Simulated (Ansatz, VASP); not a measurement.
# O: VASP beside Ansatz

The input POSCAR:

```
O
1.0
   10.0000000000      0.0000000000      0.0000000000
    0.0000000000     10.5000000000      0.0000000000
    0.0000000000      0.0000000000     11.0000000000
O
2
Direct
    0.5000000000      0.5000000000      0.4449587596
    0.5000000000      0.5000000000      0.5550412404
```

The input INCAR.step1:

```
PREC     = Accurate       # precision mode
ENCUT    = 520            # plane-wave cutoff, eV
EDIFF    = 1E-5           # SCF threshold, eV
ISMEAR   = 0              # smearing method
SIGMA    = 0.01           # smearing width, eV
LREAL    = False          # projectors in reciprocal space
LASPH    = True           # aspherical terms in the spheres
NELM     = 150            # most SCF steps
ALGO     = Normal         # electronic algorithm
ISIF     = 2              # what is computed and relaxed
LWAVE    = True           # write WAVECAR
LCHARG   = False          # write CHGCAR
ISPIN    = 2              # spin polarisation
MAGMOM   = 0.61 0.61      # initial moments
LORBIT   = 11             # projections on sites
NBANDS   = 17             # bands
GGA      = PE             # functional
```

INCAR.step2

```
PREC     = Accurate       # precision mode
ENCUT    = 520            # plane-wave cutoff, eV
EDIFF    = 1E-6           # SCF threshold, eV
ISMEAR   = 0              # smearing method
SIGMA    = 0.01           # smearing width, eV
LREAL    = False          # projectors in reciprocal space
LASPH    = True           # aspherical terms in the spheres
NELM     = 150            # most SCF steps
ALGO     = Normal         # electronic algorithm
ISIF     = 2              # what is computed and relaxed
LWAVE    = False          # write WAVECAR
LCHARG   = False          # write CHGCAR
ISPIN    = 2              # spin polarisation
MAGMOM   = 0.61 0.61      # initial moments
LORBIT   = 11             # projections on sites
GGA      = PE             # functional
LHFCALC  = True           # exact exchange
HFSCREEN = 0.2079         # screening, 1/A
PRECFOCK = Normal       
NBANDS   = 17             # bands
ISTART   = 1
```

KPOINTS

```
regular mesh
0
Gamma
  1 1 1
```

Input for Ansatz:

```yaml
crystal:
  lattice:
    - [10.0, 0.0, 0.0]
    - [0.0, 10.5, 0.0]
    - [0.0, 0.0, 11.0]
  atoms:
    - { symbol: O, position: [0.5, 0.5, 0.4449587596], spin: 0.61 }
    - { symbol: O, position: [0.5, 0.5, 0.5550412404], spin: 0.61 }
basis:
  ecutwfc: 420
kpoints:
  mp_grid: { grid: [1, 1, 1] }
hamiltonian:
  xc: hse06
  pseudopotentials: { kind: paw, azcp: { folder: soft_1 } }
scf:
  occupations: { method: gaussian, width: 0.01 }
output:
  forces: true
  stress: true
  eigenvalues: true
  populations: true
magnetization:
  spin_polarized: true
```

Alike in both runs: task single point; functional HSE06; k mesh 1 × 1 × 1; occupations gaussian, width 0.01 eV; collinear spin.

|  | VASP | Ansatz |
| --- | --- | --- |
| version | VASP 6.6.1 | Ansatz 0.2.0 |
| potentials or method | VASP PAW PBE potentials, release 64 (O), cutoff 520 eV | scalar-relativistic, plane waves, PAW |
| valence electrons in the cell | 12 | 12 |

Ansatz gave:

| Quantity | Value |
| --- | --- |
| gap on the k mesh at the Fermi level (eV) | 5.26 |
| rms of the force components (eV/Å) | 0.873 |
| net moment per atom (μB) | 1.00 |
| size of the moment on the site where the two differ most (μB) | 0.58 |

Q: What did VASP give for the same quantities?

A: gap on the k mesh at the Fermi level (eV): 5.29; rms of the force components (eV/Å): 0.049; net moment per atom (μB): 1.00; size of the moment on the site where the two differ most (μB): 0.83.

Site moments also hang on the region over which each program counts them. Atom by atom the forces differ by 0.824 eV/Å (rms over components). One of these differences is far larger than is usual between the two programs; its cause wasn't traced. Ansatz's warnings: stability check not made, stress exchange threshold loose, stress scf threshold loose.

Noted on VASP's run: the standard files for N, O and F lose accuracy on very short bonds.
